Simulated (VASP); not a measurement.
## Cd: single point with RPBE

Crystal: Cd.

```
Cd
1.0
     0.00000    3.39265    3.39265
     3.39265    0.00000    3.39265
     3.39265    3.39265    0.00000
Cd
2
Direct
  0.12500 0.12500 0.12500
  0.87500 0.87500 0.87500
```

This isn't the form of Cd at room conditions, which is hcp.

- Program: VASP 6.6.1
- Task: single point
- Functional: RPBE
- Potentials or basis: VASP PAW PBE potentials, release 64 (Cd)
- Cutoff: 520 eV
- k mesh: 9 × 9 × 9
- Occupations: fermi-dirac, width 0.1 eV
- Spin: no spin polarisation
- Dipole correction: no
- Further INCAR settings: ALGO = Normal; EDIFF = 1e-06; NBANDS = 19

```yaml
Pressure: 0.9 GPa
Band_gap_on_the_k_mesh: zero (bands 12 and 13 overlap by 4.37 eV)
```

Levels at points of the mesh, in eV from the Fermi level:
```
           k point  band 9  band 10  band 11  band 12  band 13  band 14  band 15  band 16
(0.00, 0.00, 0.00)   -8.40    -8.40    -6.14     4.04     4.04     4.04     4.40     5.27
```

Run time: 20 s on 1 thread of Intel(R) Xeon(R) Platinum 8488C (Sapphire Rapids), on a shared host, peak memory 0.22 GiB.

Caveat: the PAW data sets were made with another functional, which shifts forces and pressure a little.
